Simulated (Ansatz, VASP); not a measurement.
## One calculation of KCl, two programs

Contents of INCAR:

```
PREC = Accurate
ENCUT = 600
EDIFF = 1E-6
ISMEAR = 0
SIGMA = 0.02
LREAL = F
LASPH = T
NELM = 100
ALGO = Normal
ISIF = 3
LWAVE = F
LCHARG = F
GGA = PE
IBRION = 2
NSW = 100
EDIFFG = -0.005
```

Contents of KPOINTS:

```
regular mesh
0
Gamma
  6 6 6
```

File POSCAR:

```
KCl
1.0
    0.0000000000      3.1464700000      3.1464700000
    3.1464700000      0.0000000000      3.1464700000
    3.1464700000      3.1464700000      0.0000000000
K Cl
1 1
Direct
    0.0000000000      0.0000000000      0.0000000000
    0.5000000000      0.5000000000      0.5000000000
```

Input for Ansatz:

```yaml
crystal:
  lattice:
    - [0.0, 3.14647, 3.14647]
    - [3.14647, 0.0, 3.14647]
    - [3.14647, 3.14647, 0.0]
  atoms:
    - { symbol: K, position: [0.0, 0.0, 0.0] }
    - { symbol: Cl, position: [0.5, 0.5, 0.5] }
basis:
  ecutwfc: 420
kpoints:
  mp_grid: { grid: [6, 6, 6] }
hamiltonian:
  xc: pbe
scf:
  occupations: { method: gaussian, width: 0.02 }
output:
  forces: true
  stress: true
  eigenvalues: true
relax:
  adjacent_minimum: "off"
  f_tol: 0.005
  max_steps: 80
  cell: { stress_tol: 0.05 }
```

Alike in both runs: task relaxation of cell and atoms; functional PBE; k mesh 6 × 6 × 6; occupations gaussian, width 0.02 eV; no spin polarisation.

|  | VASP | Ansatz |
| --- | --- | --- |
| version | VASP 6.6.1 | Ansatz 0.2.0 |
| potentials or method | VASP PAW PBE potentials, release 64 (K_sv, Cl), cutoff 600 eV | scalar-relativistic, plane waves, PAW |
| valence electrons in the cell | 16 | 16 |

VASP gave:

```
gap on the k mesh at the Fermi level, each at its own relaxed structure (eV) : 5.04
relaxed volume (Å³/atom)                                                     : 32.58
relaxed cell length with the largest relative difference (Å)                 : 4.517
```

**Question.** What did Ansatz give for the same quantities?

**Answer.** gap on the k mesh at the Fermi level, each at its own relaxed structure (eV): 5.05; relaxed volume (Å³/atom): 32.44; relaxed cell length with the largest relative difference (Å): 4.510.
